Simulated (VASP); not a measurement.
# Pb (Fm-3m) in VASP: further runs, part 2 of 2

VASP 6.6.1. The steps go on from the part before.

### Step 4. Single point, r2SCAN

This run uses another cell than the first one, of 31.05 Å³/atom, 1.136 times its volume.

Contents of POSCAR:

```
Pb
1.0
    0.0000000000      2.4945689981      2.4945689981
    2.4945689981      0.0000000000      2.4945689981
    2.4945689981      2.4945689981      0.0000000000
Pb
1
Direct
    0.0000000000      0.0000000000      0.0000000000
```

Contents of INCAR.step1:

```
SYSTEM = Pb
PREC = Accurate
ENCUT = 520
ISMEAR = 0
SIGMA = 0.05
LREAL = .FALSE.
LASPH = .TRUE.
NELM = 80
NBANDS = 13
GGA = PE
ALGO = Normal
EDIFF = 1E-4
LWAVE = .TRUE.
LCHARG = .FALSE.
```

Contents of INCAR.step2:

```
SYSTEM = Pb
PREC = Accurate
ENCUT = 520
EDIFF = 1E-6
ISMEAR = 0
SIGMA = 0.05
LREAL = .FALSE.
LASPH = .TRUE.
NELM = 80
ALGO = Normal
ISIF = 2
LWAVE = .FALSE.
LCHARG = .TRUE.
METAGGA = R2SCAN
LMIXTAU = .TRUE.
LELF = .TRUE.
LVHAR = .TRUE.
NBANDS = 13
ISTART = 1
```

Contents of KPOINTS:

```
regular mesh
0
G
  16 16 16
  0 0 0
```

Potentials or basis: VASP PAW PBE potentials, release 64 (Pb_d).

Command:

```console
$ cat potpaw_PBE.64/Pb_d/POTCAR > POTCAR
$ cp INCAR.step1 INCAR
$ mpirun -np 1 vasp_std > vasp.out
$ cp INCAR.step2 INCAR
$ mpirun -np 1 vasp_std > vasp.out
```

OUTCAR:

```text
SYSTEM = Pb
   PREC = Accurate
   ENCUT = 520
   EDIFF = 1E-6
   ISMEAR = 0
   LREAL = .FALSE.
   LASPH = .TRUE.
   NELM = 80
   ISIF = 2
   METAGGA = R2SCAN
   ISTART = 1

 ion  position               nearest neighbor table
   1  0.000  0.000  0.000-

  LATTYP: Found a face centered cubic cell.
 ALAT       =     4.9891379962

  Lattice vectors:

 A1 = (   0.0000000000,   2.4945689981,   2.4945689981)
 A2 = (   2.4945689981,   0.0000000000,   2.4945689981)
 A3 = (   2.4945689981,   2.4945689981,   0.0000000000)

Analysis of symmetry for initial positions (statically):
=====================================================================
 Subroutine PRICEL returns:
 Original cell was already a primitive cell.

 Routine SETGRP: Setting up the symmetry group for a
 face centered cubic supercell.

 Subroutine GETGRP returns: Found 48 space group operations
 (whereof 48 operations were pure point group operations)
 out of a pool of 48 trial point group operations.

The static configuration has the point symmetry O_h .

Analysis of symmetry for dynamics (positions and initial velocities):
=====================================================================
 Subroutine PRICEL returns:
 Original cell was already a primitive cell.

 Routine SETGRP: Setting up the symmetry group for a
 face centered cubic supercell.

 Subroutine GETGRP returns: Found 48 space group operations
 (whereof 48 operations were pure point group operations)
 out of a pool of 48 trial point group operations.

The dynamic configuration has the point symmetry O_h .

 Subroutine INISYM returns: Found 48 space group operations
 (whereof 48 operations are pure point group operations),
 and found     1 'primitive' translations

----------------------------------------------------------------------------------------

                                     Primitive cell

[... 110 lines left out ...]
  Fermi-wavevector in a.u.,A,eV,Ry     =   1.255390  2.372343 21.442836  1.576004
  Thomas-Fermi vector in A             =   2.389149
   LORBIT       =      0    0 simple, 1 ext, 2 COOP (PROOUT), +10 PAW based schemes
   METAGGA = R2SCAN    functional components
   LHFCALC =     F    Hartree Fock is set to
   AEXX    =    0.0000 exact exchange contribution
   IVDW    =     0    specifies the selected vdW correction
   LEPSILON=     F    determine dielectric tensor
   LRPA    =     F    only Hartree local field effects (RPA)
 non-spin polarized calculation
 Gauss-broadening in eV      SIGMA  =   0.05
  energy-cutoff  :      520.00
  volume of cell :       31.05
 maximum number of plane-waves:       872
 NGX is ok and might be reduce to    28
   NGX = 13   NGY = 13   NGZ = 13

 number of electron      14.0000000 magnetization

 Free energy of the ion-electron system (eV)
  ---------------------------------------------------
  ext. energy  EPLUGINS =         0.00000000
  ---------------------------------------------------
  free energy    TOTEN  =       -56.28159829 eV

  energy without entropy =      -56.28089900  energy(sigma->0) =      -56.28124865

 E-fermi :   7.0372     XC(G=0): -10.7996

 val. band max:        7.0107208609   @ k =  -0.4375   0.3750   0.1875
 cond. band min:       7.0630835664   @ k =  -0.3125   0.3125   0.1250
 fundamental gap:      0.0523627055
 Fermi energy:         7.0371794278

 k-point     1 :       0.0000    0.0000    0.0000
  band No.  band energies     occupation
      1     -10.7487      2.00000
      2     -10.7487      2.00000
      3     -10.7487      2.00000
      4     -10.6110      2.00000
      5     -10.6110      2.00000
      6      -5.1732      2.00000
      7      14.5002      0.00000
      8      14.5002      0.00000
      9      14.5002      0.00000
     10      17.3653      0.00000
     11      18.9439      0.00000
     12      19.8880      0.00000
     13      19.8880      0.00000
[... 354 lines left out ...]
  band No.  band energies     occupation
      1     -10.7514      2.00000
      2     -10.7361      2.00000
      3     -10.7298      2.00000
      4     -10.6176      2.00000
      5     -10.6057      2.00000
      6      -4.9675      2.00000
      7      12.7090      0.00000
      8      13.5481      0.00000
      9      14.5676      0.00000
     10      17.0690      0.00000
     11      19.4870      0.00000
     12      19.9840      0.00000
     13      20.9193      0.00000

 [... further k-points ...]
[... 5 lines left out ...]
  --------------------------------------------------------------------------------------
  -------------------------------------------------------------------------------------
  Total       -0.0017949     -0.0017949     -0.0017949     -0.0000000     -0.0000000      0.0000000
  in kB       -0.0926276     -0.0926276     -0.0926276     -0.0000000     -0.0000000      0.0000000
  external PRESSURE =      -0.0926276 kB  Pullay stress =       0.0000000 kB

 VOLUME and BASIS-vectors are now :
 -----------------------------------------------------------------------------
  energy-cutoff  :      520.00
  volume of cell :       31.05
      direct lattice vectors                 reciprocal lattice vectors
     0.000000000  2.494568998  2.494568998    -0.200435426  0.200435426  0.200435426
     2.494568998  0.000000000  2.494568998     0.200435426 -0.200435426  0.200435426
     2.494568998  2.494568998  0.000000000     0.200435426  0.200435426 -0.200435426

 POSITION                                       TOTAL-FORCE (eV/Angst)
 -----------------------------------------------------------------------------------
      0.00000      0.00000      0.00000         0.000000     -0.000000      0.000000
 -----------------------------------------------------------------------------------
    total drift:                               -0.000000     -0.000000     -0.000000

  FREE ENERGIE OF THE ION-ELECTRON SYSTEM (eV)
  ---------------------------------------------------
  free  energy   TOTEN  =       -56.2815982914 eV

  energy  without entropy=      -56.2808990049  energy(sigma->0) =      -56.28124865
```

Wall time 89 s (1 thread of Intel Xeon 6975P-C (Granite Rapids), shared host); peak memory 0.2 GiB.

What came out:

```yaml
Free_energy: -56.2816 eV
Pressure: 0.0 GPa
Band_gap_on_the_k_mesh: zero (band 7 reaches 14.50 eV, above the bottom of band 8 at 5.26 eV)
```

Caveat: the PAW data sets were made with another functional, which shifts forces and pressure a little; spin-orbit coupling is left out, which moves the levels of the heavy elements.

### Step 5. Single point, r2SCAN (volume scaled by 1.040)

Contents of POSCAR:

```
Pb
1.0
    0.0000000000      2.5273960389      2.5273960389
    2.5273960389      0.0000000000      2.5273960389
    2.5273960389      2.5273960389      0.0000000000
Pb
1
Direct
    0.0000000000      0.0000000000      0.0000000000
```

Contents of INCAR.step1:

```
SYSTEM = Pb
  PREC = Accurate
  ENCUT = 520
  ISMEAR = 0
  SIGMA = 0.05
  LREAL = .FALSE.
  LASPH = .TRUE.
  NELM = 100
  NBANDS = 13
  GGA = PE
  ALGO = Normal
  EDIFF = 1E-4
  LWAVE = .TRUE.
  LCHARG = .FALSE.
```

Contents of INCAR.step2:

```
SYSTEM = Pb
  PREC = Accurate
  ENCUT = 520
  EDIFF = 1E-6
  ISMEAR = 0
  SIGMA = 0.05
  LREAL = .FALSE.
  LASPH = .TRUE.
  NELM = 100
  ALGO = Normal
  ISIF = 2
  LWAVE = .FALSE.
  LCHARG = .FALSE.
  METAGGA = R2SCAN
  LMIXTAU = .TRUE.
  NBANDS = 13
  ISTART = 1
```

Contents of KPOINTS:

```
Automatic mesh
0
G
  16 16 16
  0 0 0
```

Command:

```console
$ cat potpaw_PBE.64/Pb_d/POTCAR > POTCAR
$ cp INCAR.step1 INCAR
$ mpirun -np 1 vasp_std > vasp.out
$ cp INCAR.step2 INCAR
$ mpirun -np 1 vasp_std > vasp.out
```

It took 96 s on 1 thread of Intel Xeon 6975P-C (Granite Rapids), shared host; peak memory 0.2 GiB.

It converged, with:

| Property | Result |
| --- | --- |
| Free energy | -56.2755 eV |
| Pressure | -1.7 GPa |
| Band gap on the k mesh | zero (band 7 reaches 13.76 eV, above the bottom of band 8 at 4.92 eV) |

Levels at points of the mesh, in eV from the Fermi level:
| k point | band 4 | band 5 | band 6 | band 7 | band 8 | band 9 | band 10 | band 11 |
| --- | --- | --- | --- | --- | --- | --- | --- | --- |
| (0.00, 0.00, 0.00) | -17.65 | -17.65 | -11.96 | 7.14 | 7.14 | 7.14 | 10.29 | 11.38 |
| (0.50, 0.00, 0.00) | -17.53 | -17.53 | -8.51 | -4.15 | 5.36 | 5.36 | 9.41 | 9.83 |
| (0.50, 0.50, 0.00) | -17.50 | -17.50 | -7.16 | -3.29 | 1.96 | 1.96 | 5.64 | 6.75 |

Caveat: the cell differs from its parent crystal (volume scaled by 1.040); the PAW data sets were made with another functional, which shifts forces and pressure a little; spin-orbit coupling is left out, which moves the levels of the heavy elements.

### Step 6. Overview

| cell | gap on the mesh (eV) | pressure (GPa) |
| --- | --- | --- |
| a = 3.381 Å, angles 60.0°, 1 atom | none | 8.1 |
| a = 3.431 Å, angles 60.0°, 1 atom | none | 4.7 |
| a = 3.528 Å, angles 60.0°, 1 atom | none | 0.0 |
| a = 3.574 Å, angles 60.0°, 1 atom | none | -1.7 |

Alike in all rows: task single point; level r2SCAN; potentials or basis VASP PAW PBE potentials, release 64 (Pb_d); no spin polarisation; k mesh 16 × 16 × 16; cutoff (eV) 520; smearing gaussian 0.05 eV.

Caveats: the PAW data sets were made with another functional, which shifts forces and pressure a little; spin-orbit coupling is left out, which moves the levels of the heavy elements.

Total energies depend on the potentials used, so only differences within one code and one set of settings carry meaning.
